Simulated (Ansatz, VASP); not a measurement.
## ZnS: VASP beside Ansatz

File INCAR:

```
PREC = Accurate
ENCUT = 520
EDIFF = 1E-7
ISMEAR = 0
SIGMA = 0.01
LREAL = F
LASPH = T
NELM = 100
ALGO = Normal
ISIF = 2
LWAVE = F
LCHARG = F
NBANDS = 36
```

File KPOINTS:

```
Automatic mesh
0
Gamma
  6 6 6
```

Contents of POSCAR:

```
ZnS
1.0
    1.9281142798      1.1131977502      9.4750140602
   -1.9281142798      1.1131977502      9.4750140602
    0.0000000000     -2.2263944872      9.4750140602
Zn S
3 3
Direct
    0.9999710000      0.9999710000      0.9999710000
    0.2222690000      0.2222690000      0.2222690000
    0.4446130000      0.4446130000      0.4446130000
    0.0832670000      0.0832670000      0.0832670000
    0.5278420000      0.5278420000      0.5278420000
    0.3053630000      0.3053630000      0.3053630000
```

Input for Ansatz:

```yaml
crystal:
  lattice:
    - [1.9281142797874684, 1.1131977501939776, 9.4750140602373]
    - [-1.9281142797874684, 1.1131977501939776, 9.4750140602373]
    - [0.0, -2.2263944872285517, 9.4750140602373]
  atoms:
    - { symbol: Zn, position: [0.999971, 0.999971, 0.999971] }
    - { symbol: Zn, position: [0.222269, 0.222269, 0.222269] }
    - { symbol: Zn, position: [0.444613, 0.444613, 0.444613] }
    - { symbol: S, position: [0.083267, 0.083267, 0.083267] }
    - { symbol: S, position: [0.527842, 0.527842, 0.527842] }
    - { symbol: S, position: [0.305363, 0.305363, 0.305363] }
basis:
  ecutwfc: 500.0
kpoints:
  mp_grid:
    grid: [6, 6, 6]
hamiltonian:
  xc: lda
scf:
  convergence:
    dr2_threshold: 1.0e-09
  occupations:
    method: fixed
output:
  stress: true
```

Alike in both runs: task single point; functional LDA; k mesh 6 × 6 × 6; no spin polarisation.

|  | VASP | Ansatz |
| --- | --- | --- |
| version | VASP 6.6.1 | Ansatz 0.2.0 |
| potentials or method | VASP PAW LDA potentials, release 64 (Zn, S), cutoff 520 eV | plane waves, PAW |
| occupations | gaussian, width 0.01 eV | fixed |
| valence electrons in the cell | 54 | 54 |

```tsv
	VASP	Ansatz	Ansatz less VASP
pressure (GPa)	-6.2	-6.4	-0.21
```

LDA's correlation is that of Perdew and Zunger in VASP and of Perdew and Wang (1992) in Ansatz. Ansatz's warnings: stress scf threshold loose.
